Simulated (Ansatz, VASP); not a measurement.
SrO in VASP and in Ansatz

Contents of POSCAR:

```
SrO
1.0
    2.5803148066      2.5803148066      0.0000000000
   -2.5803148066      2.5803148066      0.0000000000
    0.0000000000      2.5803148066      2.5803148066
Sr O
1 1
Direct
    0.5000000000      0.5000000000      0.0000000000
    0.0000000000      0.0000000000      0.0000000000
```

Contents of INCAR.step1:

```
PREC = Accurate ; ENCUT = 520
ISMEAR = 0 ; SIGMA = 0.01
LREAL = False ; LASPH = True
NELM = 60 ; NBANDS = 15
GGA = PE ; ALGO = Normal
EDIFF = 1E-4 ; LWAVE = True
LCHARG = False
```

The input INCAR.step2:

```
PREC = Accurate ; ENCUT = 520
EDIFF = 1E-6 ; ISMEAR = 0
SIGMA = 0.01 ; LREAL = False
LASPH = True ; NELM = 60
ALGO = Normal ; ISIF = 2
LWAVE = False ; LCHARG = False
METAGGA = R2SCAN ; LMIXTAU = True
NBANDS = 15 ; ISTART = 1
```

File KPOINTS:

```
regular mesh
0
Gamma
  8 8 8
```

Input for Ansatz:

```yaml
crystal:
  lattice:
    - [2.58031480655, 2.58031480655, 0.0]
    - [-2.58031480655, 2.58031480655, 0.0]
    - [0.0, 2.58031480655, 2.58031480655]
  atoms:
    - { symbol: Sr, position: [0.5, 0.5, 0.0] }
    - { symbol: O, position: [0.0, 0.0, 0.0] }
kpoints:
  mp_grid: { grid: [8, 8, 8] }
scf:
  occupations: { method: fixed }
  convergence: { dr2_threshold: 1.0e-10 }
hamiltonian:
  xc: r2scan
  pseudopotentials: { kind: paw }
output:
  forces: true
  stress: true
  eigenstates:
    kpoints:
      - [0.0, 0.0, 0.0]
      - [-0.5, 0.5, 0.0]
      - [-0.5, -0.5, -0.5]
      - [0.0, 0.0, -0.5]
      - [0.0, -0.5, -0.5]
      - [0.0, 0.5, 0.0]
      - [-0.5, 0.0, 0.0]
      - [-0.5, 0.0, -0.5]
  eigenvalues: true
```

Change from the starting cell: unstrained.

Alike in both runs: task single point; functional r2SCAN; k mesh 8 × 8 × 8; no spin polarisation.

```csv
,VASP,Ansatz
version,VASP 6.6.1,Ansatz 0.2.0
potentials or method,"VASP PAW PBE potentials, release 64 (Sr_sv, O)","PAW with Ansatz's default frozen-core files, scalar-relativistic"
plane-wave cutoff (eV),520,500
occupations,"gaussian, width 0.01 eV",fixed
valence electrons in the cell,16,16
```

```tsv
	VASP	Ansatz	Ansatz less VASP
gap on the k mesh at the Fermi level (eV)	3.75	3.80	+0.052
pressure (GPa)	0.5	0.0	-0.52
```

VASP's potentials were made for PBE, not for r2SCAN.
